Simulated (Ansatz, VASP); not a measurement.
**Two plane-wave programs on Ge**

```
Ge
1.0
     1.39759   -2.62726    0.00000
     1.39759    2.62726    0.00000
     0.00000    0.00000    5.29923
Ge
2
Direct
  0.50026 0.49974 0.25000
  0.49974 0.50026 0.75000
```

Change from the starting cell: strain +0.0400 x Voigt [0, 1, 0, 0, 0, 0], atoms carried along.

Alike in both runs: task single point; functional r2SCAN; k mesh 24 × 24 × 12; occupations gaussian, width 0.15 eV; no spin polarisation.

```csv
,VASP,Ansatz
version,VASP 6.6.1,Ansatz 0.2.0
potentials or method,"VASP PAW PBE potentials, release 64 (Ge_d), cutoff 520 eV","scalar-relativistic, plane waves, PAW"
valence electrons in the cell,28,28
```

```csv
,VASP,Ansatz,Ansatz less VASP
gap on the k mesh at the Fermi level (eV),none,none,-
pressure (GPa),-2.6,-2.5,+0.10
"traceless stress, the component that is largest in VASP (GPa)",2.01,1.98,-0.022
```

VASP's potentials were made for PBE, not for r2SCAN. A gap of «none» marks a metal or a gap that the smearing closes. With one functional, cell and mesh, what is left measures potentials, basis and numerics.
